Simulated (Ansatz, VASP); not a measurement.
## HfC: VASP beside Ansatz

File INCAR:

```
SYSTEM = HfC
  PREC = Accurate
  ENCUT = 520
  EDIFF = 1E-8
  ISMEAR = -1
  SIGMA = 0.05
  LREAL = .FALSE.
  LASPH = .TRUE.
  NELM = 80
  ALGO = Normal
  ISIF = 2
  LWAVE = .FALSE.
  LCHARG = .FALSE.
  GGA = CA
  LEFG = .TRUE.
  NBANDS = 14
```

KPOINTS

```
regular mesh
0
G
  12 12 12
  0 0 0
```

Contents of POSCAR:

```
HfC
1.0
    0.0000000000      2.2935772291      2.2935772291
    2.2935772291      0.0000000000      2.2935772291
    2.2935772291      2.2935772291      0.0000000000
Hf C
1 1
Direct
    0.5000000000      0.5000000000      0.5000000000
    0.0000000000      0.0000000000      0.0000000000
```

Input for Ansatz:

```yaml
crystal:
  lattice:
    - [0.0, 2.2935772291, 2.2935772291]
    - [2.2935772291, 0.0, 2.2935772291]
    - [2.2935772291, 2.2935772291, 0.0]
  atoms:
    - { symbol: Hf, position: [0.5, 0.5, 0.5] }
    - { symbol: C, position: [0.0, 0.0, 0.0] }
kpoints:
  mp_grid: { grid: [12, 12, 12] }
scf:
  occupations: { method: fermi_dirac, width: 0.05 }
hamiltonian:
  xc: lda
  pseudopotentials: { kind: paw }
output:
  forces: true
  stress: true
  eigenvalues: true
  efg: { contact_densities: true }
```

Change from the starting cell: volume scaled by 0.96, PAW files.

Alike in both runs: task electric field gradients; functional LDA; k mesh 12 × 12 × 12; occupations fermi-dirac, width 0.05 eV; no spin polarisation.

```csv
,VASP,Ansatz
version,VASP 6.6.1,Ansatz 0.2.0
potentials or method,"VASP PAW LDA potentials, release 64 (Hf_pv, C)","PAW with Ansatz's default frozen-core files, scalar-relativistic"
plane-wave cutoff (eV),520,420
valence electrons in the cell,14,30
```

Ansatz gave:

* pressure (GPa): -2.4

Question: Estimate VASP's values.

Answer: Pressure (GPa): -1.8.

LDA's correlation is that of Perdew and Zunger in VASP and of Perdew and Wang (1992) in Ansatz. VASP's potentials hold 14 valence electrons a cell and Ansatz's 30, so a difference there can come from the potentials and not from the codes.

Spin-orbit coupling is off throughout.
